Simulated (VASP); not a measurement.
# Fe (Im-3m) in VASP: notebook

The runs below take Fe through single point, with PBE.

All numbers are computed with VASP 6.6.1; they aren't measurements. Logs are shortened: lines on timing, memory, paths and dates and some standing lists are left out, and cuts for length are marked.

## Step 1: The cell of the first run

Symmetry: Im-3m, No. 229, cubic system. Conventional cell: a = 2.743 Å, b = 2.743 Å, c = 2.743 Å, α = 90.00°, β = 90.00°, γ = 90.00°. Fe (site symmetry m-3m) has 14 Fe at 2.38 to 2.74 Å within 3.1 Å.

## Step 2: Single point, PBE, collinear spin, ferromagnetic start

INCAR reads:

```
ALGO     = Normal         # electronic algorithm
EDIFF    = 1E-6           # SCF threshold, eV
ENCUT    = 520            # plane-wave cutoff, eV
GGA      = PE             # functional
ISIF     = 2              # what is computed and relaxed
ISMEAR   = -1             # smearing method
ISPIN    = 2              # spin polarisation
LASPH    = T              # aspherical terms in the spheres
LCHARG   = F              # write CHGCAR
LMAXMIX  = 4              # l up to which the mixer works
LORBIT   = 11             # projections on sites
LREAL    = F              # projectors in reciprocal space
LWAVE    = F              # write WAVECAR
MAGMOM   = 2.5            # initial moments
NBANDS   = 14             # bands
NELM     = 150            # most SCF steps
PREC     = Accurate       # precision mode
SIGMA    = 0.06122561905347299 # smearing width, eV
```

KPOINTS reads:

```
k-points
0
Gamma
  24 24 24
```

POSCAR reads:

```
Fe
1.0
   -1.3716928122      1.3716928122      1.3716928122
    1.3716928122     -1.3716928122      1.3716928122
    1.3716928122      1.3716928122     -1.3716928122
Fe
1
Direct
    0.0000000000      0.0000000000      0.0000000000
```

Potentials or basis: VASP PAW PBE potentials, release 64 (Fe).

Command:

```bash
cat potpaw_PBE.64/Fe/POTCAR > POTCAR
mpirun -np 1 vasp_std > vasp.out
```

OUTCAR:

```text
EDIFF = 1E-6
   ENCUT = 520
   GGA = PE
   ISIF = 2
   ISMEAR = -1
   ISPIN = 2
   LASPH = T
   LORBIT = 11
   LREAL = F
   NELM = 150
   PREC = Accurate

 ion  position               nearest neighbor table
   1  0.000  0.000  0.000-

  LATTYP: Found a body centered cubic cell.
 ALAT       =     2.7433856244

  Lattice vectors:

 A1 = (  -1.3716928122,   1.3716928122,   1.3716928122)
 A2 = (   1.3716928122,  -1.3716928122,   1.3716928122)
 A3 = (   1.3716928122,   1.3716928122,  -1.3716928122)

Analysis of symmetry for initial positions (statically):
=====================================================================
 Subroutine PRICEL returns:
 Original cell was already a primitive cell.

 Routine SETGRP: Setting up the symmetry group for a
 body centered cubic supercell.

 Subroutine GETGRP returns: Found 48 space group operations
 (whereof 48 operations were pure point group operations)
 out of a pool of 48 trial point group operations.

The static configuration has the point symmetry O_h .

Analysis of symmetry for dynamics (positions and initial velocities):
=====================================================================
 Subroutine PRICEL returns:
 Original cell was already a primitive cell.

 Routine SETGRP: Setting up the symmetry group for a
 body centered cubic supercell.

 Subroutine GETGRP returns: Found 48 space group operations
 (whereof 48 operations were pure point group operations)
 out of a pool of 48 trial point group operations.

The dynamic configuration has the point symmetry O_h .

Analysis of structural, dynamic, and magnetic symmetry:
=====================================================================
 Subroutine PRICEL returns:
 Original cell was already a primitive cell.

 Routine SETGRP: Setting up the symmetry group for a
 body centered cubic supercell.

 Subroutine GETGRP returns: Found 48 space group operations
 (whereof 48 operations were pure point group operations)
 out of a pool of 48 trial point group operations.

The overall configuration has the point symmetry O_h .

 Subroutine INISYM returns: Found 48 space group operations
 (whereof 48 operations are pure point group operations),
 and found     1 'primitive' translations

----------------------------------------------------------------------------------------

                                     Primitive cell

  volume of cell :      10.3236

  direct lattice vectors                    reciprocal lattice vectors
    -1.371692812  1.371692812  1.371692812     0.000000000  0.364513101  0.364513101
     1.371692812 -1.371692812  1.371692812     0.364513101  0.000000000  0.364513101
     1.371692812  1.371692812 -1.371692812     0.364513101  0.364513101  0.000000000

  length of vectors
     2.375841643  2.375841643  2.375841643     0.515499370  0.515499370  0.515499370

  position of ions in fractional coordinates (direct lattice)
     0.000000000  0.000000000  0.000000000

  ion indices of the primitive-cell ions
   primitive index   ion index
                 1           1

----------------------------------------------------------------------------------------

 KPOINTS: k-points

Automatic generation of k-mesh.
 Grid dimensions read from file:
 generate k-points for:   24   24   24

 Generating k-lattice:

  Cartesian coordinates                     Fractional coordinates (reciprocal lattice)
     0.000000000  0.015188046  0.015188046     0.041666667  0.000000000  0.000000000
     0.015188046  0.000000000  0.015188046     0.000000000  0.041666667  0.000000000
     0.015188046  0.015188046  0.000000000     0.000000000  0.000000000  0.041666667

  Length of vectors
     0.021479140  0.021479140  0.021479140

  Shift w.r.t. Gamma in fractional coordinates (k-lattice)
     0.000000000  0.000000000  0.000000000

 Subroutine IBZKPT returns following result:
 ===========================================

 Found    413 irreducible k-points:

 Following reciprocal coordinates:
            Coordinates               Weight
  0.000000  0.000000  0.000000      1.000000
  0.041667  0.000000  0.000000     12.000000
  0.083333  0.000000  0.000000     12.000000
  0.125000  0.000000  0.000000     12.000000
  0.166667  0.000000  0.000000     12.000000
  0.208333  0.000000  0.000000     12.000000
[... 16 lines left out ...]
  0.416667  0.041667  0.000000     48.000000
  0.458333  0.041667  0.000000     48.000000
 [... further k-points ...]
   k-points           NKPTS =    413   k-points in BZ     NKDIM =    413   number of bands    NBANDS=     14
   number of dos      NEDOS =    301   number of ions     NIONS =      1
   total plane-waves  NPLWV =   5832
   dimension x,y,z NGX =    18 NGY =   18 NGZ =   18
   dimension x,y,z NGXF=    36 NGYF=   36 NGZF=   36
   ions per type =               1
   NGX,Y,Z   is equivalent  to a cutoff of  12.60, 12.60, 12.60 a.u.
   NGXF,Y,Z  is equivalent  to a cutoff of  25.19, 25.19, 25.19 a.u.
 SYSTEM =  unknown system
   PREC   = accura    normal or accurate (medium, high low for compatibility)
   ISTART =      0    job   : 0-new  1-cont  2-samecut
   ICHARG =      2    charge: 1-file 2-atom 10-const
   ISPIN  =      2    spin polarized calculation?
   LNONCOLLINEAR =      F non collinear calculations
   LSORBIT =      F    spin-orbit coupling
   LASPH  =      T    aspherical Exc in radial PAW
   ENCUT  =  520.0 eV  38.22 Ry    6.18 a.u.   4.42  4.42  4.42*2*pi/ulx,y,z
   NELM   =    150;   NELMIN=  2; NELMDL= -5     # of ELM steps
   EDIFF  = 0.1E-05   stopping-criterion for ELM
   LREAL  =      F    real-space projection
   EDIFFG = 0.1E-04   stopping-criterion for IOM
   NSW    =      0    number of steps for IOM
   IBRION =     -1    ionic relax: 0-MD 1-quasi-New 2-CG
   NFREE  =      0    steps in history (QN), initial steepest desc. (CG)
   ISIF   =      2    stress and relaxation
   ISYM   =      2    0-nonsym 1-usesym 2-fastsym
   POTIM  = 0.5000    time-step for ionic-motion
   TEBEG  =    0.0;   TEEND  =   0.0 temperature during run
   PSTRESS=    0.0 pullay stress
   NELECT =       8.0000    total number of electrons
   NUPDOWN=      -1.0000    fix difference up-down
   EMIN   =  10.00;   EMAX   =-10.00  energy-range for DOS
   EFERMI =   0.00;   METHOD = LEGACY
   ISMEAR =    -1;   SIGMA  =   0.06  broadening in eV -4-tet -1-fermi 0-gaus
   EFERMI_NEDOS =   21; number of points for ismear=-14 and -15
   IALGO  =     38    algorithm
   IMIX   =      4    mixing-type and parameters
     AMIX     =   0.40;   BMIX     =  1.00
     AMIX_MAG =   1.60;   BMIX_MAG =  1.00
  volume/ion in A,a.u.               =      10.32        69.67
  Fermi-wavevector in a.u.,A,eV,Ry     =   1.503700  2.841582 30.764334  2.261115
  Thomas-Fermi vector in A             =   2.614776
   LORBIT       =     11    0 simple, 1 ext, 2 COOP (PROOUT), +10 PAW based schemes
   GGA     = PE    functional components
   LHFCALC =     F    Hartree Fock is set to
   AEXX    =    0.0000 exact exchange contribution
   IVDW    =     0    specifies the selected vdW correction
   LEPSILON=     F    determine dielectric tensor
   LRPA    =     F    only Hartree local field effects (RPA)
 spin polarized calculation
  energy-cutoff  :      520.00
  volume of cell :       10.32
 maximum number of plane-waves:       321
 NGX is ok and might be reduce to    18
   NGX =  9   NGY =  9   NGZ =  9

 number of electron       7.9999991 magnetization       2.0297803

 Free energy of the ion-electron system (eV)
  ---------------------------------------------------
  ext. energy  EPLUGINS =         0.00000000
  ---------------------------------------------------
  free energy    TOTEN  =        -8.18306177 eV

  energy without entropy =       -8.17179029  energy(sigma->0) =       -8.17742603

 E-fermi :   6.9307     XC(G=0): -13.6706

 val. band max:        6.9302809311   @ k =  -0.3750   0.4167   0.0833
 cond. band min:       6.9331747444   @ k =   0.4583   0.0417   0.0000
 fundamental gap:      0.0028938133
 Fermi energy:         6.9306954998

 spin component 1

 k-point     1 :       0.0000    0.0000    0.0000
  band No.  band energies     occupation
      1      -2.1495      1.00000
      2       4.3886      1.00000
      3       4.3886      1.00000
      4       4.3886      1.00000
      5       5.7930      1.00000
      6       5.7930      1.00000
      7      32.8180      0.00000
      8      32.8180      0.00000
      9      32.8180      0.00000
     10      38.5572      0.00000
     11      38.5572      0.00000
     12      41.4659      0.00000
     13      41.4659      0.00000
     14      41.4659      0.00000
[... 375 lines left out ...]
 k-point    24 :       0.4583    0.0417    0.0000
  band No.  band energies     occupation
      1       1.4470      1.00000
      2       3.1418      1.00000
      3       5.8514      1.00000
      4       5.9146      1.00000
      5       6.9332      0.48988
      6       8.0099      0.00000
      7      15.2599      0.00000
      8      25.7984      0.00000
      9      28.3114      0.00000
     10      32.2317      0.00000
     11      36.5460      0.00000
     12      42.7367      0.00000
     13      47.8293      0.00000
     14      49.7445      0.00000

 [... further k-points ...]

 spin component 2

 k-point     1 :       0.0000    0.0000    0.0000
  band No.  band energies     occupation
      1      -1.9586      1.00000
      2       6.1189      1.00000
      3       6.1191      1.00000
      4       6.1191      1.00000
      5       8.4210      0.00000
      6       8.4211      0.00000
      7      32.6248      0.00000
      8      32.6248      0.00000
      9      32.6248      0.00000
     10      38.8120      0.00000
     11      38.8120      0.00000
     12      42.0978      0.00000
     13      42.0978      0.00000
     14      42.0979      0.00000
[... 375 lines left out ...]
 k-point    24 :       0.4583    0.0417    0.0000
  band No.  band energies     occupation
      1       2.6360      1.00000
      2       4.6816      1.00000
      3       7.2500      0.00541
      4       8.2629      0.00000
      5       8.8042      0.00000
      6       9.6660      0.00000
      7      16.5287      0.00000
      8      25.9372      0.00000
      9      28.8659      0.00000
     10      32.6862      0.00000
     11      37.2243      0.00000
     12      42.8286      0.00000
     13      48.0705      0.00000
     14      50.5345      0.00000

 [... further k-points ...]

------------------------ aborting loop because EDIFF is reached ----------------------------------------

  FORCE on cell =-STRESS in cart. coord.  units (eV):
  Direction    XX          YY          ZZ          XY          YZ          ZX
  --------------------------------------------------------------------------------------
  -------------------------------------------------------------------------------------
  Total        1.4661354      1.4661354      1.4661354      0.0000000      0.0000000      0.0000000
  in kB      227.5380715    227.5380715    227.5380715      0.0000000      0.0000000      0.0000000
  external PRESSURE =     227.5380715 kB  Pullay stress =       0.0000000 kB

 VOLUME and BASIS-vectors are now :
 -----------------------------------------------------------------------------
  energy-cutoff  :      520.00
  volume of cell :       10.32
      direct lattice vectors                 reciprocal lattice vectors
    -1.371692812  1.371692812  1.371692812     0.000000000  0.364513101  0.364513101
     1.371692812 -1.371692812  1.371692812     0.364513101  0.000000000  0.364513101
     1.371692812  1.371692812 -1.371692812     0.364513101  0.364513101  0.000000000

 POSITION                                       TOTAL-FORCE (eV/Angst)
 -----------------------------------------------------------------------------------
      0.00000      0.00000      0.00000         0.000000     -0.000000     -0.000000
 -----------------------------------------------------------------------------------
    total drift:                                0.000000      0.000000      0.000000

  FREE ENERGIE OF THE ION-ELECTRON SYSTEM (eV)
  ---------------------------------------------------
  free  energy   TOTEN  =        -8.1830617696 eV

  energy  without entropy=       -8.1717902903  energy(sigma->0) =       -8.17742603

 total charge

# of ion       s       p       d       tot
------------------------------------------
    1        0.531   0.633   6.322   7.487

 magnetization (x)

# of ion       s       p       d       tot
------------------------------------------
    1       -0.012  -0.055   2.077   2.010
```

Wall time 2.3 min (1 thread of Intel Xeon 8259CL, shared host); peak memory 0.21 GiB.

Results:

```
Free energy                                           : -8.1831 eV
Pressure                                              : 22.8 GPa
Band gap on the k mesh                                : zero (filled and empty bands overlap)
Net moment                                            : 2.03 μB per cell
Site moments                                          : Fe +2.01 μB
Valence electrons inside the program's atomic spheres : Fe 7.49
```

Levels at points of the mesh, in eV from the Fermi level:
Spin up:
```tsv
k point	band 2	band 3	band 4	band 5	band 6	band 7	band 8	band 9
(0.00, 0.00, 0.00)	-2.54	-2.54	-2.54	-1.14	-1.14	25.89	25.89	25.89
(0.50, 0.00, 0.00)	-3.80	-1.05	-0.91	0.43	0.57	8.22	19.11	21.74
(0.50, 0.50, 0.50)	-5.51	0.26	0.26	0.26	10.58	10.58	10.58	16.62
```
Spin down:
| k point | band 1 | band 2 | band 3 | band 4 | band 5 | band 6 | band 7 |
| --- | --- | --- | --- | --- | --- | --- | --- |
| (0.00, 0.00, 0.00) | -8.89 | -0.81 | -0.81 | -0.81 | 1.49 | 1.49 | 25.69 |
| (0.50, 0.00, 0.00) | -4.33 | -2.26 | 0.58 | 1.34 | 1.79 | 2.59 | 9.51 |
| (0.50, 0.50, 0.50) | -3.80 | -3.80 | 2.25 | 2.25 | 2.25 | 10.86 | 10.86 |

Caveat: the cell stands under pressure.

(Continued in part 2 of 2.)
